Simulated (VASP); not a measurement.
A run of VASP 6.6.1:

The input INCAR:

```
PREC = Accurate
ENCUT = 520
EDIFF = 1E-6
ISMEAR = 0
SIGMA = 0.1
LREAL = False
LASPH = True
NELM = 100
ALGO = Fast
ISIF = 2
LWAVE = False
LCHARG = False
GGA = PS
NBANDS = 21
```

Contents of KPOINTS:

```
Automatic mesh
0
Gamma
  15 15 8
```

POSCAR

```
Pb
1.0
    3.5842471827      0.0000000000      0.0000000000
   -1.7921235914      3.1040491137      0.0000000000
    0.0000000000      0.0000000000      5.9120903192
Pb
2
Direct
    0.3333333333      0.6666666667      0.2500000000
    0.6666666667      0.3333333333      0.7500000000
```

Potentials or basis: VASP PAW PBE potentials, release 64 (Pb_d).

Launch:

```console
$ cat potpaw_PBE.64/Pb_d/POTCAR > POTCAR
$ mpirun -np 1 vasp_std > vasp.out
```

Hardware: 1 thread of Intel(R) Xeon(R) 6975P-C (Granite Rapids), with other jobs on the host.

Estimate the wall time of this run.

It took 76 s on 1 thread of Intel(R) Xeon(R) 6975P-C (Granite Rapids) (shared host), peak memory 0.29 GiB. Counts: scf iterations 14, k points 135.
